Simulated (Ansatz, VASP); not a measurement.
# MgS in VASP and in Ansatz

Contents of INCAR:

```
PREC = Accurate ; ENCUT = 600
EDIFF = 1E-6 ; ISMEAR = 0
SIGMA = 0.01 ; LREAL = False
LASPH = True ; NELM = 120
ALGO = Normal ; ISIF = 2
LWAVE = False ; LCHARG = False
GGA = CA ; NBANDS = 11
GGA_COMPAT = False
```

File KPOINTS:

```
Automatic mesh
0
Gamma
  6 6 6
```

POSCAR

```
MgS
1.0
    0.0000000000      2.8308768389      2.8308768389
    2.8308768389      0.0000000000      2.8308768389
    2.8308768389      2.8308768389      0.0000000000
Mg S
1 1
Direct
    0.0000000000      0.0000000000      0.0000000000
    0.2500000000      0.2500000000      0.2500000000
```

Input for Ansatz:

```yaml
crystal:
  lattice:
    - [0.0, 2.8308768389, 2.8308768389]
    - [2.8308768389, 0.0, 2.8308768389]
    - [2.8308768389, 2.8308768389, 0.0]
  atoms:
    - { symbol: Mg, position: [0.0, 0.0, 0.0] }
    - { symbol: S, position: [0.25, 0.25, 0.25] }
kpoints:
  mp_grid: { grid: [6, 6, 6] }
hamiltonian:
  xc: lda
scf:
  occupations: { method: fixed }
  n_extra_bands: 4
output:
  forces: true
  stress: true
  eigenvalues: true
```

Alike in both runs: task single point; functional LDA; k mesh 6 × 6 × 6; no spin polarisation.

|  | VASP | Ansatz |
| --- | --- | --- |
| version | VASP 6.6.1 | Ansatz 0.2.0 |
| potentials or method | VASP PAW LDA potentials, release 64 (Mg, S) | plane waves |
| plane-wave cutoff (eV) | 600 | 420 |
| occupations | gaussian, width 0.01 eV | fixed |
| valence electrons in the cell | 8 | 16 |

Ansatz gave:

```
gap on the k mesh at the Fermi level (eV) : 3.18
pressure (GPa)                            : -2.1
```

Problem. Estimate VASP's values.

Solution. gap on the k mesh at the Fermi level (eV): 3.19; pressure (GPa): -2.4.

LDA's correlation is that of Perdew and Zunger in VASP and of Perdew and Wang (1992) in Ansatz. VASP's potentials hold 8 valence electrons a cell and Ansatz's 16, so a difference there can come from the potentials and not from the codes.
